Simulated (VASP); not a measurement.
# K5AgS3 (P6/mmm) in VASP: further runs

The runs below take K5AgS3 through single point, with revPBE, PBE.

Program: VASP 6.6.1. These are calculated values, not measurements. Logs are shortened: lines on timing, memory, paths and dates and some standing lists are left out, and cuts for length are marked.

### 1 The cell of the first run

The structure is hexagonal, space group P6/mmm (No. 191). The conventional cell has a = 6.494 Å, b = 6.494 Å, c = 10.305 Å, α = 90.00°, β = 90.00°, γ = 120.00°. Within 3.9 Å of K (site symmetry 3m) lie 3 S at 3.00 Å and 3 K at 3.75 Å. Ag (site symmetry 6/mmm) has 6 S at 3.25 Å and 12 K at 4.42 Å within 4.5 Å. S (site symmetry mmm) has 4 K at 3.00 Å and 2 Ag at 3.25 Å and 4 S at 3.25 Å within 3.9 Å.

### 2 Single point, revPBE

File INCAR:

```
SYSTEM = K5AgS3
PREC = Accurate ; ENCUT = 500
EDIFF = 1E-6 ; ISMEAR = 0
SIGMA = 0.1 ; LREAL = .False.
LASPH = .True. ; NELM = 120
ALGO = Normal ; ISIF = 2
LWAVE = .False. ; LCHARG = .True.
GGA = RE ; LELF = .True.
LVHAR = .True. ; NBANDS = 47
GGA_COMPAT = .False.
```

File KPOINTS:

```
Automatic mesh
0
Gamma
  6 6 4
  0 0 0
```

File POSCAR:

```
K5AgS3
1.0
    6.4938996187      0.0000000000      0.0000000000
   -3.2469498093      5.6238820395      0.0000000000
    0.0000000000      0.0000000000     10.3047352362
K Ag S
5 1 3
Direct
    0.0000000000      0.0000000000      0.0000000000
    0.3333333333      0.6666666667      0.2729909842
    0.3333333333      0.6666666667      0.7270090158
    0.6666666667      0.3333333333      0.7270090158
    0.6666666667      0.3333333333      0.2729909842
    0.0000000000      0.0000000000      0.5000000000
    0.5000000000      0.0000000000      0.5000000000
    0.0000000000      0.5000000000      0.5000000000
    0.5000000000      0.5000000000      0.5000000000
```

Potentials or basis: VASP PAW PBE potentials, release 64 (K_sv, Ag, S).

Launch:

```console
$ cat potpaw_PBE.64/K_sv/POTCAR potpaw_PBE.64/Ag/POTCAR potpaw_PBE.64/S/POTCAR > POTCAR
$ mpirun -np 1 vasp_std > vasp.out
```

OUTCAR:

```text
SYSTEM = K5AgS3
   PREC = Accurate
   ENCUT = 500
   EDIFF = 1E-6
   ISMEAR = 0
   LREAL = .False.
   LASPH = .True.
   NELM = 120
   ISIF = 2
   GGA = RE

 ion  position               nearest neighbor table
   1  0.000  0.000  0.000-
   2  0.333  0.667  0.273-   8 3.00   7 3.00   9 3.00   5 3.75   5 3.75   5 3.75
   3  0.333  0.667  0.727-   8 3.00   7 3.00   9 3.00   4 3.75   4 3.75   4 3.75
   4  0.667  0.333  0.727-   8 3.00   7 3.00   9 3.00   3 3.75   3 3.75   3 3.75
   5  0.667  0.333  0.273-   8 3.00   7 3.00   9 3.00   2 3.75   2 3.75   2 3.75
   6  0.000  0.000  0.500-
   7  0.500  0.000  0.500-   2 3.00   3 3.00   4 3.00   5 3.00
   8  0.000  0.500  0.500-   2 3.00   3 3.00   4 3.00   5 3.00
   9  0.500  0.500  0.500-   2 3.00   3 3.00   4 3.00   5 3.00

  LATTYP: Found a hexagonal cell.
 ALAT       =     6.4938996187
 C/A-ratio  =     1.5868331575

  Lattice vectors:

 A1 = (   6.4938996187,   0.0000000000,   0.0000000000)
 A2 = (  -3.2469498093,   5.6238820395,   0.0000000000)
 A3 = (   0.0000000000,   0.0000000000,  10.3047352362)

Analysis of symmetry for initial positions (statically):
=====================================================================
 Subroutine PRICEL returns:
 Original cell was already a primitive cell.

 Routine SETGRP: Setting up the symmetry group for a
 hexagonal supercell.

 Subroutine GETGRP returns: Found 24 space group operations
 (whereof 24 operations were pure point group operations)
 out of a pool of 24 trial point group operations.

The static configuration has the point symmetry D_6h.

Analysis of symmetry for dynamics (positions and initial velocities):
=====================================================================
 Subroutine PRICEL returns:
 Original cell was already a primitive cell.

 Routine SETGRP: Setting up the symmetry group for a
 hexagonal supercell.

 Subroutine GETGRP returns: Found 24 space group operations
 (whereof 24 operations were pure point group operations)
 out of a pool of 24 trial point group operations.

The dynamic configuration has the point symmetry D_6h.

 Subroutine INISYM returns: Found 24 space group operations
 (whereof 24 operations are pure point group operations),
 and found     1 'primitive' translations

----------------------------------------------------------------------------------------

                                     Primitive cell

  volume of cell :     376.3385

  direct lattice vectors                    reciprocal lattice vectors
     6.493899619  0.000000000  0.000000000     0.153990677  0.088906559  0.000000000
    -3.246949809  5.623882039  0.000000000     0.000000000  0.177813118  0.000000000
     0.000000000  0.000000000 10.304735236     0.000000000  0.000000000  0.097042765

  length of vectors
     6.493899619  6.493899619 10.304735236     0.177813118  0.177813118  0.097042765

  position of ions in fractional coordinates (direct lattice)
     0.000000000  0.000000000  0.000000000
     0.333333333  0.666666667  0.272990984
     0.333333333  0.666666667  0.727009016
     0.666666667  0.333333333  0.727009016
     0.666666667  0.333333333  0.272990984
     0.000000000  0.000000000  0.500000000
     0.500000000  0.000000000  0.500000000
     1.000000000  0.500000000  0.500000000
     0.500000000  0.500000000  0.500000000

  ion indices of the primitive-cell ions
   primitive index   ion index
                 1           1
                 2           2
                 3           3
                 4           4
                 5           5
                 6           6
                 7           7
                 8           8
                 9           9

----------------------------------------------------------------------------------------

 KPOINTS: Automatic mesh

Automatic generation of k-mesh.
 Grid dimensions read from file:
 generate k-points for:    6    6    4

 Generating k-lattice:

  Cartesian coordinates                     Fractional coordinates (reciprocal lattice)
     0.025665113  0.014817760  0.000000000     0.166666667 -0.000000000  0.000000000
     0.000000000  0.029635520  0.000000000     0.000000000  0.166666667  0.000000000
     0.000000000  0.000000000  0.024260691     0.000000000  0.000000000  0.250000000

  Length of vectors
     0.029635520  0.029635520  0.024260691

  Shift w.r.t. Gamma in fractional coordinates (k-lattice)
     0.000000000  0.000000000  0.000000000

 Subroutine IBZKPT returns following result:
 ===========================================

 Found     21 irreducible k-points:

 Following reciprocal coordinates:
            Coordinates               Weight
  0.000000  0.000000  0.000000      1.000000
  0.166667  0.000000  0.000000      6.000000
  0.333333  0.000000  0.000000      6.000000
  0.500000  0.000000  0.000000      3.000000
  0.166667  0.166667  0.000000      6.000000
  0.333333  0.166667  0.000000     12.000000
[... 13 lines left out ...]
  0.333333  0.166667  0.500000     12.000000
  0.333333  0.333333  0.500000      2.000000
   k-points           NKPTS =     21   k-points in BZ     NKDIM =     21   number of bands    NBANDS=     47
   number of dos      NEDOS =    301   number of ions     NIONS =      9
   total plane-waves  NPLWV = 184320
   dimension x,y,z NGX =    48 NGY =   48 NGZ =   80
   dimension x,y,z NGXF=    96 NGYF=   96 NGZF=  160
   ions per type =               5   1   3
   NGX,Y,Z   is equivalent  to a cutoff of  12.29, 12.29, 12.91 a.u.
   NGXF,Y,Z  is equivalent  to a cutoff of  24.58, 24.58, 25.81 a.u.
 SYSTEM =  K5AgS3
   PREC   = accura    normal or accurate (medium, high low for compatibility)
   ISTART =      0    job   : 0-new  1-cont  2-samecut
   ICHARG =      2    charge: 1-file 2-atom 10-const
   ISPIN  =      1    spin polarized calculation?
   LNONCOLLINEAR =      F non collinear calculations
   LSORBIT =      F    spin-orbit coupling
   LASPH  =      T    aspherical Exc in radial PAW
   ENCUT  =  500.0 eV  36.75 Ry    6.06 a.u.  11.84 11.84 18.79*2*pi/ulx,y,z
   NELM   =    120;   NELMIN=  2; NELMDL= -5     # of ELM steps
   EDIFF  = 0.1E-05   stopping-criterion for ELM
   LREAL  =      F    real-space projection
[... 7 lines left out ...]
   TEBEG  =    0.0;   TEEND  =   0.0 temperature during run
   PSTRESS=    0.0 pullay stress
   NELECT =      74.0000    total number of electrons
   NUPDOWN=      -1.0000    fix difference up-down
   EMIN   =  10.00;   EMAX   =-10.00  energy-range for DOS
   EFERMI =   0.00;   METHOD = LEGACY
   ISMEAR =     0;   SIGMA  =   0.10  broadening in eV -4-tet -1-fermi 0-gaus
   EFERMI_NEDOS =   21; number of points for ismear=-14 and -15
   IALGO  =     38    algorithm
   IMIX   =      4    mixing-type and parameters
     AMIX     =   0.40;   BMIX     =  1.00
     AMIX_MAG =   1.60;   BMIX_MAG =  1.00
  volume/ion in A,a.u.               =      41.82       282.18
  Fermi-wavevector in a.u.,A,eV,Ry     =   0.951976  1.798973 12.330385  0.906258
  Thomas-Fermi vector in A             =   2.080496
   LORBIT       =      0    0 simple, 1 ext, 2 COOP (PROOUT), +10 PAW based schemes
   GGA     = RE    functional components
   LHFCALC =     F    Hartree Fock is set to
   AEXX    =    0.0000 exact exchange contribution
   IVDW    =     0    specifies the selected vdW correction
   LEPSILON=     F    determine dielectric tensor
   LRPA    =     F    only Hartree local field effects (RPA)
 non-spin polarized calculation
 Gauss-broadening in eV      SIGMA  =   0.10
  energy-cutoff  :      500.00
  volume of cell :      376.34
 maximum number of plane-waves:      9582
 NGX is ok and might be reduce to    48
   NGX = 23   NGY = 23   NGZ = 37

 number of electron      73.9999997 magnetization

 Free energy of the ion-electron system (eV)
  ---------------------------------------------------
  ext. energy  EPLUGINS =         0.00000000
  ---------------------------------------------------
  free energy    TOTEN  =       -19.27590921 eV

  energy without entropy =      -19.25832455  energy(sigma->0) =      -19.26711688

 E-fermi :   1.0840     XC(G=0):  -6.6785

 val. band max:        1.0749215843   @ k =   0.5000   0.0000   0.5000
 cond. band min:       1.0882454008   @ k =   0.3333   0.3333   0.5000
 fundamental gap:      0.0133238165
 Fermi energy:         1.0840131500

 k-point     1 :       0.0000    0.0000    0.0000
  band No.  band energies     occupation
      1     -31.4072      2.00000
      2     -30.0300      2.00000
      3     -30.0284      2.00000
      4     -29.9939      2.00000
      5     -29.9928      2.00000
      6     -14.8863      2.00000
[... 39 lines left out ...]
     46       3.9635      0.00000
     47       3.9635      0.00000

 k-point     2 :       0.1667    0.0000    0.0000
  band No.  band energies     occupation
      1     -31.4072      2.00000
      2     -30.0279      2.00000
      3     -30.0263      2.00000
      4     -29.9960      2.00000
      5     -29.9950      2.00000
      6     -14.8862      2.00000
[... 39 lines left out ...]
     46       4.0152      0.00000
     47       4.2118      0.00000

 k-point     3 :       0.3333    0.0000    0.0000
  band No.  band energies     occupation
      1     -31.4072      2.00000
      2     -30.0224      2.00000
      3     -30.0209      2.00000
      4     -30.0015      2.00000
      5     -30.0004      2.00000
      6     -14.8863      2.00000
[... 889 lines left out ...]
     46       4.2979      0.00000
     47       4.8478      0.00000

 k-point    21 :       0.3333    0.3333    0.5000
  band No.  band energies     occupation
      1     -31.4072      2.00000
      2     -30.0119      2.00000
      3     -30.0119      2.00000
      4     -30.0107      2.00000
      5     -30.0107      2.00000
      6     -14.8863      2.00000
[... 39 lines left out ...]
     46       4.6521      0.00000
     47       4.6521      0.00000

------------------------ aborting loop because EDIFF is reached ----------------------------------------

  FORCE on cell =-STRESS in cart. coord.  units (eV):
  Direction    XX          YY          ZZ          XY          YZ          ZX
  --------------------------------------------------------------------------------------
  -------------------------------------------------------------------------------------
  Total        1.7892001      1.7892001      1.7259015      0.0000000      0.0000000      0.0000000
  in kB        7.6171216      7.6171216      7.3476418      0.0000000      0.0000000      0.0000000
  external PRESSURE =       7.5272950 kB  Pullay stress =       0.0000000 kB

 VOLUME and BASIS-vectors are now :
 -----------------------------------------------------------------------------
  energy-cutoff  :      500.00
  volume of cell :      376.34
      direct lattice vectors                 reciprocal lattice vectors
     6.493899619  0.000000000  0.000000000     0.153990677  0.088906559  0.000000000
    -3.246949809  5.623882039  0.000000000     0.000000000  0.177813118  0.000000000
     0.000000000  0.000000000 10.304735236     0.000000000  0.000000000  0.097042765

 POSITION                                       TOTAL-FORCE (eV/Angst)
 -----------------------------------------------------------------------------------
      0.00000      0.00000      0.00000        -0.000000      0.000000      0.000000
     -0.00000      3.74925      2.81310        -0.000000      0.000000     -0.119561
     -0.00000      3.74925      7.49164        -0.000000      0.000000      0.119561
      3.24695      1.87463      7.49164         0.000000     -0.000000      0.119561
      3.24695      1.87463      2.81310         0.000000     -0.000000     -0.119561
      0.00000      0.00000      5.15237        -0.000000      0.000000      0.000000
      3.24695      0.00000      5.15237        -0.000000      0.000000      0.000000
     -1.62347      2.81194      5.15237        -0.000000      0.000000      0.000000
      1.62347      2.81194      5.15237        -0.000000      0.000000      0.000000
 -----------------------------------------------------------------------------------
    total drift:                                0.000000      0.000000      0.000000

  FREE ENERGIE OF THE ION-ELECTRON SYSTEM (eV)
  ---------------------------------------------------
  free  energy   TOTEN  =       -19.2759092112 eV

  energy  without entropy=      -19.2583245494  energy(sigma->0) =      -19.26711688
```

Run time: 11 min. Hardware: 1 thread of Intel Xeon 8259CL, shared host; peak memory 0.63 GiB.

Results:

```yaml
Free_energy: -19.2759 eV
Pressure: 0.8 GPa
Largest_force: 0.120 eV/Å
Band_gap_on_the_k_mesh: zero (bands 37 and 38 overlap by 0.23 eV)
```

Forces in eV/Å, atoms in the order of the input:
```
K    0.000  0.000  0.000
K    0.000  0.000 -0.120
K    0.000  0.000  0.120
K    0.000  0.000  0.120
K    0.000  0.000 -0.120
Ag   0.000  0.000  0.000
S    0.000  0.000  0.000
S    0.000  0.000  0.000
S    0.000  0.000  0.000
```

Caveat: the PAW data sets were made with another functional, which shifts forces and pressure a little.

### 3 Single point, PBE, collinear spin

This run uses another cell than the first one, of 43.10 Å³/atom.

File INCAR:

```
PREC = Accurate ; ENCUT = 500
EDIFF = 1E-6 ; ISMEAR = 0
SIGMA = 0.1 ; LREAL = F
LASPH = T ; NELM = 200
ALGO = Normal ; ISIF = 2
LWAVE = F ; LCHARG = F
ISPIN = 2 ; MAGMOM = 0 0 0 0 0 1 0 0 0
LORBIT = 11 ; LMAXMIX = 4
GGA = PE ; NBANDS = 51
GGA_COMPAT = F
```

File KPOINTS:

```
regular mesh
0
Gamma
  3 3 2
```

File POSCAR:

```
K5AgS3
1.0
    6.6652934999      0.0000000000      0.0000000000
   -3.3326467499      5.7723134946      0.0000000000
    0.0000000000      0.0000000000     10.0821082667
K Ag S
5 1 3
Direct
    0.0000000000      0.0000000000      0.0000000000
    0.3333333333      0.6666666667      0.2775102478
    0.3333333333      0.6666666667      0.7224897522
    0.6666666667      0.3333333333      0.7224897522
    0.6666666667      0.3333333333      0.2775102478
    0.0000000000      0.0000000000      0.5000000000
    0.5000000000      0.0000000000      0.5000000000
    0.0000000000      0.5000000000      0.5000000000
    0.5000000000      0.5000000000      0.5000000000
```

Potentials or basis: VASP PAW PBE potentials, release 64 (K_sv, Ag, S).

Launch:

```console
$ cat potpaw_PBE.64/K_sv/POTCAR potpaw_PBE.64/Ag/POTCAR potpaw_PBE.64/S/POTCAR > POTCAR
$ mpirun -np 1 vasp_std > vasp.out
```

It took 11 min on 1 thread of Intel Xeon 8259CL, shared host; peak memory 0.72 GiB.

The run converged. Its results:

```yaml
Free_energy: -21.2192 eV
Pressure: 0.1 GPa
Largest_force: 0.054 eV/Å
Band_gap_on_the_k_mesh: zero (filled and empty bands overlap)
Net_moment: 0.00 μB per cell
Valence_electrons_inside_the_program's_atomic_spheres: K 7.53, 7.59 (each value once); Ag 9.62; S 3.63
```

Forces in eV/Å, atoms in the order of the input:
```
K    0.000  0.000  0.000
K    0.000  0.000 -0.054
K    0.000  0.000  0.054
K    0.000  0.000  0.054
K    0.000  0.000 -0.054
Ag   0.000  0.000  0.000
S    0.000  0.000  0.000
S    0.000  0.000  0.000
S    0.000  0.000  0.000
```

Stress tensor (GPa, compression positive):
```
0.06 0.00 0.00
0.00 0.06 0.00
0.00 0.00 0.21
```

Levels at points of the mesh, in eV from the Fermi level:
Spin up:
```tsv
k point	band 35	band 36	band 37	band 38	band 39	band 40
(0.00, 0.00, 0.00)	-1.41	-0.09	0.18	0.50	0.50	1.05
(0.00, 0.00, 0.50)	-1.02	-0.48	0.18	0.50	0.50	1.29
```
Spin down:
| k point | band 33 | band 34 | band 35 | band 36 | band 37 | band 38 | band 39 | band 40 | band 41 | band 42 |
| --- | --- | --- | --- | --- | --- | --- | --- | --- | --- | --- |
| (0.00, 0.00, 0.00) | -1.49 | -1.41 | -1.41 | -0.09 | 0.18 | 0.50 | 0.50 | 1.05 | 2.07 | 2.07 |
| (0.00, 0.00, 0.50) | -1.42 | -1.42 | -1.02 | -0.48 | 0.18 | 0.50 | 0.50 | 1.29 | 1.99 | 2.08 |

Caveat: the k points lie up to 0.36 Å⁻¹ apart.
